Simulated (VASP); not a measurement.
# SnO2 (P4_2/mnm) in VASP: further runs

SnO2 is run at these levels: PBE; tasks: single point.

Everything below comes from runs of VASP 6.6.1. Logs are shortened: lines on timing, memory, paths and dates and some standing lists are left out, and cuts for length are marked.

## Step 1: The cell of the first run

The structure is tetragonal, space group P4_2/mnm (No. 136). Conventional cell: a = 4.964 Å, b = 4.964 Å, c = 3.063 Å, α = 90.00°, β = 90.00°, γ = 90.00°. Sn (site symmetry mmm) has 6 O at 2.05 to 2.15 Å within 2.7 Å. Within 2.8 Å of O (site symmetry m2m) lie 3 Sn at 2.05 to 2.15 Å and 1 O at 2.72 Å.

## Step 2: Single point, PBE

File INCAR:

```
PREC = Accurate
ENCUT = 520
EDIFF = 1E-7
ISMEAR = 0
SIGMA = 0.05
LREAL = False
LASPH = True
NELM = 60
ALGO = Normal
ISIF = 2
LWAVE = False
LCHARG = False
GGA = PE
NBANDS = 35
```

File KPOINTS:

```
regular mesh
0
Gamma
  6 6 10
```

File POSCAR:

```
SnO2
1.0
    4.9637676955      0.0000000000      0.0000000000
    0.0000000000      4.9637676955      0.0000000000
    0.0000000000      0.0000000000      3.0629096131
Sn O
2 4
Direct
    0.0000000000      0.0000000000      0.0000000000
    0.5000000000      0.5000000000      0.5000000000
    0.3066050867      0.3066050867      0.0000000000
    0.1933949133      0.8066050867      0.5000000000
    0.6933949133      0.6933949133      0.0000000000
    0.8066050867      0.1933949133      0.5000000000
```

Potentials or basis: VASP PAW PBE potentials, release 64 (Sn_d, O).

Run with:

```sh
$ cat potpaw_PBE.64/Sn_d/POTCAR potpaw_PBE.64/O/POTCAR > POTCAR
$ mpirun -np 1 vasp_std > vasp.out
```

OUTCAR:

```text
PREC = Accurate
   ENCUT = 520
   EDIFF = 1E-7
   ISMEAR = 0
   LREAL = False
   LASPH = True
   NELM = 60
   ISIF = 2
   GGA = PE

 ion  position               nearest neighbor table
   1  0.000  0.000  0.000-   4 2.05   6 2.05   4 2.05   6 2.05   5 2.15   3 2.15
   2  0.500  0.500  0.500-   3 2.05   5 2.05   3 2.05   5 2.05   4 2.15   6 2.15
   3  0.307  0.307  0.000-   2 2.05   2 2.05   1 2.15
   4  0.193  0.807  0.500-   1 2.05   1 2.05   2 2.15
   5  0.693  0.693  0.000-   2 2.05   2 2.05   1 2.15
   6  0.807  0.193  0.500-   1 2.05   1 2.05   2 2.15

  LATTYP: Found a simple tetragonal cell.
 ALAT       =     4.9637676955
 C/A-ratio  =     0.6170533758

  Lattice vectors:

 A1 = (   4.9637676955,   0.0000000000,   0.0000000000)
 A2 = (   0.0000000000,   4.9637676955,   0.0000000000)
 A3 = (   0.0000000000,   0.0000000000,   3.0629096131)

Analysis of symmetry for initial positions (statically):
=====================================================================
 Subroutine PRICEL returns:
 Original cell was already a primitive cell.

 Routine SETGRP: Setting up the symmetry group for a
 simple tetragonal supercell.

 Subroutine GETGRP returns: Found 16 space group operations
 (whereof  8 operations were pure point group operations)
 out of a pool of 16 trial point group operations.

The static configuration has the point symmetry D_2h.
 The point group associated with its full space group is D_4h.

Analysis of symmetry for dynamics (positions and initial velocities):
=====================================================================
 Subroutine PRICEL returns:
 Original cell was already a primitive cell.

 Routine SETGRP: Setting up the symmetry group for a
 simple tetragonal supercell.

 Subroutine GETGRP returns: Found 16 space group operations
 (whereof  8 operations were pure point group operations)
 out of a pool of 16 trial point group operations.

The dynamic configuration has the point symmetry D_2h.
 The point group associated with its full space group is D_4h.

 Subroutine INISYM returns: Found 16 space group operations
 (whereof  8 operations are pure point group operations),
 and found     1 'primitive' translations

----------------------------------------------------------------------------------------

                                     Primitive cell

  volume of cell :      75.4670

  direct lattice vectors                    reciprocal lattice vectors
     4.963767695  0.000000000  0.000000000     0.201459871  0.000000000  0.000000000
     0.000000000  4.963767695  0.000000000     0.000000000  0.201459871  0.000000000
     0.000000000  0.000000000  3.062909613     0.000000000  0.000000000  0.326486944

  length of vectors
     4.963767695  4.963767695  3.062909613     0.201459871  0.201459871  0.326486944

  position of ions in fractional coordinates (direct lattice)
     0.000000000  0.000000000  0.000000000
     0.500000000  0.500000000  0.500000000
     0.306605087  0.306605087  0.000000000
     0.193394913  0.806605087  0.500000000
     0.693394913  0.693394913  0.000000000
     0.806605087  0.193394913  0.500000000

  ion indices of the primitive-cell ions
   primitive index   ion index
                 1           1
                 2           2
                 3           3
                 4           4
                 5           5
                 6           6

----------------------------------------------------------------------------------------

 KPOINTS: regular mesh

Automatic generation of k-mesh.
 Grid dimensions read from file:
 generate k-points for:    6    6   10

 Generating k-lattice:

  Cartesian coordinates                     Fractional coordinates (reciprocal lattice)
     0.033576645  0.000000000  0.000000000     0.166666667  0.000000000  0.000000000
     0.000000000  0.033576645  0.000000000     0.000000000  0.166666667  0.000000000
     0.000000000  0.000000000  0.032648694     0.000000000  0.000000000  0.100000000

  Length of vectors
     0.033576645  0.033576645  0.032648694

  Shift w.r.t. Gamma in fractional coordinates (k-lattice)
     0.000000000  0.000000000  0.000000000

 Subroutine IBZKPT returns following result:
 ===========================================

 Found     60 irreducible k-points:

 Following reciprocal coordinates:
            Coordinates               Weight
  0.000000  0.000000  0.000000      1.000000
  0.166667  0.000000  0.000000      4.000000
  0.333333  0.000000  0.000000      4.000000
  0.500000  0.000000  0.000000      2.000000
  0.166667  0.166667  0.000000      4.000000
  0.333333  0.166667  0.000000      8.000000
[... 16 lines left out ...]
  0.333333  0.000000  0.200000      8.000000
  0.500000  0.000000  0.200000      4.000000
 [... further k-points ...]
   k-points           NKPTS =     60   k-points in BZ     NKDIM =     60   number of bands    NBANDS=     35
   number of dos      NEDOS =    301   number of ions     NIONS =      6
   total plane-waves  NPLWV =  38400
   dimension x,y,z NGX =    40 NGY =   40 NGZ =   24
   dimension x,y,z NGXF=    80 NGYF=   80 NGZF=   48
   ions per type =               2   4
   NGX,Y,Z   is equivalent  to a cutoff of  13.40, 13.40, 13.03 a.u.
   NGXF,Y,Z  is equivalent  to a cutoff of  26.79, 26.79, 26.05 a.u.
 SYSTEM =  unknown system
   PREC   = accura    normal or accurate (medium, high low for compatibility)
   ISTART =      0    job   : 0-new  1-cont  2-samecut
   ICHARG =      2    charge: 1-file 2-atom 10-const
   ISPIN  =      1    spin polarized calculation?
   LNONCOLLINEAR =      F non collinear calculations
   LSORBIT =      F    spin-orbit coupling
   LASPH  =      T    aspherical Exc in radial PAW
   ENCUT  =  520.0 eV  38.22 Ry    6.18 a.u.   9.23  9.23  5.69*2*pi/ulx,y,z
   NELM   =     60;   NELMIN=  2; NELMDL= -5     # of ELM steps
   EDIFF  = 0.1E-06   stopping-criterion for ELM
   LREAL  =      F    real-space projection
   EDIFFG = 0.1E-05   stopping-criterion for IOM
   NSW    =      0    number of steps for IOM
   IBRION =     -1    ionic relax: 0-MD 1-quasi-New 2-CG
   NFREE  =      0    steps in history (QN), initial steepest desc. (CG)
   ISIF   =      2    stress and relaxation
   ISYM   =      2    0-nonsym 1-usesym 2-fastsym
   POTIM  = 0.5000    time-step for ionic-motion
   TEBEG  =    0.0;   TEEND  =   0.0 temperature during run
   PSTRESS=    0.0 pullay stress
   NELECT =      52.0000    total number of electrons
   NUPDOWN=      -1.0000    fix difference up-down
   EMIN   =  10.00;   EMAX   =-10.00  energy-range for DOS
   EFERMI =   0.00;   METHOD = LEGACY
   ISMEAR =     0;   SIGMA  =   0.05  broadening in eV -4-tet -1-fermi 0-gaus
   EFERMI_NEDOS =   21; number of points for ismear=-14 and -15
   IALGO  =     38    algorithm
   IMIX   =      4    mixing-type and parameters
     AMIX     =   0.40;   BMIX     =  1.00
     AMIX_MAG =   1.60;   BMIX_MAG =  1.00
  volume/ion in A,a.u.               =      12.58        84.88
  Fermi-wavevector in a.u.,A,eV,Ry     =   1.445962  2.732472 28.447149  2.090806
  Thomas-Fermi vector in A             =   2.564085
   LORBIT       =      0    0 simple, 1 ext, 2 COOP (PROOUT), +10 PAW based schemes
   GGA     = PE    functional components
   LHFCALC =     F    Hartree Fock is set to
   AEXX    =    0.0000 exact exchange contribution
   IVDW    =     0    specifies the selected vdW correction
   LEPSILON=     F    determine dielectric tensor
   LRPA    =     F    only Hartree local field effects (RPA)
 non-spin polarized calculation
 Gauss-broadening in eV      SIGMA  =   0.05
  energy-cutoff  :      520.00
  volume of cell :       75.47
 maximum number of plane-waves:      2063
 NGX is ok and might be reduce to    40

 number of electron      52.0000016 magnetization

 Free energy of the ion-electron system (eV)
  ---------------------------------------------------
  ext. energy  EPLUGINS =         0.00000000
  ---------------------------------------------------
  free energy    TOTEN  =       -37.06676325 eV

  energy without entropy =      -37.06676325  energy(sigma->0) =      -37.06676325

 E-fermi :   5.7115     XC(G=0): -10.9347

 val. band max:        5.4693939862   @ k =   0.0000   0.0000   0.0000
 cond. band min:       6.4770919076   @ k =   0.0000   0.0000   0.0000
 fundamental gap:      1.0076979214
 Fermi energy:         5.7114759051

 k-point     1 :       0.0000    0.0000    0.0000
  band No.  band energies     occupation
      1     -15.6284      2.00000
      2     -15.0834      2.00000
      3     -14.6812      2.00000
      4     -14.6368      2.00000
      5     -14.6368      2.00000
      6     -14.5471      2.00000
[... 27 lines left out ...]
     34      16.7134      0.00000
     35      17.6118      0.00000

 k-point     2 :       0.1667    0.0000    0.0000
  band No.  band energies     occupation
      1     -15.5959      2.00000
      2     -15.1193      2.00000
      3     -14.6781      2.00000
      4     -14.6356      2.00000
      5     -14.6355      2.00000
      6     -14.5524      2.00000
[... 27 lines left out ...]
     34      16.9346      0.00000
     35      17.6090      0.00000

 k-point     3 :       0.3333    0.0000    0.0000
  band No.  band energies     occupation
      1     -15.5033      2.00000
      2     -15.2237      2.00000
      3     -14.6676      2.00000
      4     -14.6331      2.00000
      5     -14.6330      2.00000
      6     -14.6064      2.00000
[... 27 lines left out ...]
     34      17.5541      0.00000
     35      17.5893      0.00000

 k-point     4 :       0.5000    0.0000    0.0000
  band No.  band energies     occupation
      1     -15.3676      2.00000
      2     -15.3676      2.00000
      3     -14.6459      2.00000
      4     -14.6459      2.00000
      5     -14.6318      2.00000
      6     -14.6318      2.00000
[... 27 lines left out ...]
     34      17.4822      0.00000
     35      18.4566      0.00000

 k-point     5 :       0.1667    0.1667    0.0000
  band No.  band energies     occupation
      1     -15.5699      2.00000
      2     -15.1549      2.00000
      3     -14.6750      2.00000
      4     -14.6371      2.00000
      5     -14.6329      2.00000
      6     -14.5743      2.00000
[... 638 lines left out ...]
 k-point    22 :       0.1667    0.0000    0.2000
  band No.  band energies     occupation
      1     -15.3989      2.00000
      2     -15.0645      2.00000
      3     -15.0060      2.00000
      4     -14.8465      2.00000
      5     -14.5981      2.00000
      6     -14.5406      2.00000
[... 27 lines left out ...]
     34      17.0688      0.00000
     35      17.1802      0.00000

 k-point    23 :       0.3333    0.0000    0.2000
  band No.  band energies     occupation
      1     -15.3453      2.00000
      2     -15.1605      2.00000
      3     -14.9683      2.00000
      4     -14.8708      2.00000
      5     -14.5891      2.00000
      6     -14.5579      2.00000
[... 27 lines left out ...]
     34      17.2712      0.00000
     35      17.6073      0.00000

 k-point    24 :       0.5000    0.0000    0.2000
  band No.  band energies     occupation
      1     -15.2620      2.00000
      2     -15.2620      2.00000
      3     -14.9174      2.00000
      4     -14.9174      2.00000
      5     -14.5751      2.00000
      6     -14.5751      2.00000
[... 27 lines left out ...]
     34      17.3526      0.00000
     35      17.8736      0.00000

 [... further k-points ...]

------------------------ aborting loop because EDIFF is reached ----------------------------------------

  FORCE on cell =-STRESS in cart. coord.  units (eV):
  Direction    XX          YY          ZZ          XY          YZ          ZX
  --------------------------------------------------------------------------------------
  -------------------------------------------------------------------------------------
  Total       -0.7494971     -0.7494971      8.1968534      0.0000000      0.0000000      0.0000000
  in kB      -15.9119525    -15.9119525    174.0206045      0.0000000      0.0000000      0.0000000
  external PRESSURE =      47.3988998 kB  Pullay stress =       0.0000000 kB

 VOLUME and BASIS-vectors are now :
 -----------------------------------------------------------------------------
  energy-cutoff  :      520.00
  volume of cell :       75.47
      direct lattice vectors                 reciprocal lattice vectors
     4.963767695  0.000000000  0.000000000     0.201459871  0.000000000  0.000000000
     0.000000000  4.963767695  0.000000000     0.000000000  0.201459871  0.000000000
     0.000000000  0.000000000  3.062909613     0.000000000  0.000000000  0.326486944

 POSITION                                       TOTAL-FORCE (eV/Angst)
 -----------------------------------------------------------------------------------
      0.00000      0.00000      0.00000         0.000000      0.000000     -0.000000
      2.48188      2.48188      1.53145         0.000000      0.000000     -0.000000
      1.52192      1.52192      0.00000        -0.140277     -0.140277     -0.000000
      0.95997      4.00380      1.53145         0.140277     -0.140277     -0.000000
      3.44185      3.44185      0.00000         0.140277      0.140277      0.000000
      4.00380      0.95997      1.53145        -0.140277      0.140277     -0.000000
 -----------------------------------------------------------------------------------
    total drift:                                0.000000      0.000000      0.000000

  FREE ENERGIE OF THE ION-ELECTRON SYSTEM (eV)
  ---------------------------------------------------
  free  energy   TOTEN  =       -37.0667632482 eV

  energy  without entropy=      -37.0667632482  energy(sigma->0) =      -37.06676325
```

Wall time 3.5 min (1 thread of Intel Xeon 8259CL, shared host); peak memory 0.27 GiB.

What came out:

```yaml
Free_energy: -37.0668 eV
Pressure: 4.7 GPa
Largest_force: 0.198 eV/Å
Band_gap_on_the_k_mesh: 1.01 eV
```

Forces on the atoms (eV/Å):
```
Sn   0.000  0.000  0.000
Sn   0.000  0.000  0.000
O   -0.140 -0.140  0.000
O    0.140 -0.140  0.000
O    0.140  0.140  0.000
O   -0.140  0.140  0.000
```

Caveat: the stress differs along the axes, from -2 to 17 GPa; spin-orbit coupling is left out, which moves the levels of the heavy elements.

## Step 3: Single point, PBE

This run uses another cell than the first one, of the same volume but with other edges.

File INCAR:

```
SYSTEM = SnO2
PREC     = Accurate       ! precision mode
ENCUT    = 520            ! plane-wave cutoff, eV
EDIFF    = 1E-7           ! SCF threshold, eV
ISMEAR   = 0              ! smearing method
SIGMA    = 0.05           ! smearing width, eV
LREAL    = .False.        ! projectors in reciprocal space
LASPH    = .True.         ! aspherical terms in the spheres
NELM     = 100            ! most SCF steps
ALGO     = Normal         ! electronic algorithm
ISIF     = 2              ! what is computed and relaxed
LWAVE    = .False.        ! write WAVECAR
LCHARG   = .False.        ! write CHGCAR
GGA      = PE             ! functional
NBANDS   = 35             ! bands
```

File KPOINTS:

```
Automatic mesh
0
Gamma
  6 6 10
  0 0 0
```

POSCAR, as its differences from that of step 2:

```diff
@@ -2,5 +2,5 @@
 1.0
-    4.9637676955      0.0000000000      0.0000000000
-    0.0000000000      4.9637676955      0.0000000000
-    0.0000000000      0.0000000000      3.0629096131
+    4.6767393117      0.0000000000      0.0000000000
+    0.0000000000      4.6767393117      0.0000000000
+    0.0000000000      0.0000000000      3.4504103890
 Sn O
```

Potentials or basis: VASP PAW PBE potentials, release 64 (Sn_d, O).

Run with:

```sh
$ cat potpaw_PBE.64/Sn_d/POTCAR potpaw_PBE.64/O/POTCAR > POTCAR
$ mpirun -np 1 vasp_std > vasp.out
```

Wall time 3.7 min (1 thread of Intel Xeon 8259CL, shared host); peak memory 0.26 GiB.

Results (log left out):

```
Free energy            : -37.0577 eV
Pressure               : -1.6 GPa
Largest force          : 0.209 eV/Å
Band gap on the k mesh : 0.42 eV
```

Forces on the atoms (eV/Å):
```
Sn   0.000  0.000  0.000
Sn   0.000  0.000  0.000
O    0.148  0.148  0.000
O   -0.148  0.148  0.000
O   -0.148 -0.148  0.000
O    0.148 -0.148  0.000
```

Stress tensor (GPa, compression positive):
```
  3.90   0.00   0.00
  0.00   3.90   0.00
  0.00   0.00 -12.53
```

Levels at points of the mesh, in eV from the valence-band top:
| k point | band 24 | band 25 | band 26 | band 27 | band 28 | band 29 |
| --- | --- | --- | --- | --- | --- | --- |
| (0.00, 0.00, 0.00) | -0.61 | -0.61 | 0.00 | 0.42 | 4.97 | 5.48 |
| (0.50, 0.00, 0.00) | -1.29 | -0.52 | -0.52 | 3.84 | 3.84 | 6.24 |
| (0.50, 0.50, 0.00) | -1.48 | -0.63 | -0.63 | 4.02 | 4.02 | 6.81 |
| (0.00, 0.00, 0.50) | -1.53 | -1.10 | -1.10 | 5.42 | 5.42 | 9.25 |
| (0.50, 0.00, 0.50) | -0.89 | -0.53 | -0.53 | 5.82 | 5.82 | 7.99 |
| (0.50, 0.50, 0.50) | -0.78 | -0.59 | -0.59 | 4.35 | 4.35 | 8.71 |

Caveat: the stress differs along the axes, from -13 to 4 GPa; semilocal functionals underestimate gaps, and a narrow one can read as zero; spin-orbit coupling is left out, which moves the levels of the heavy elements.

[end of part 1 of 2]
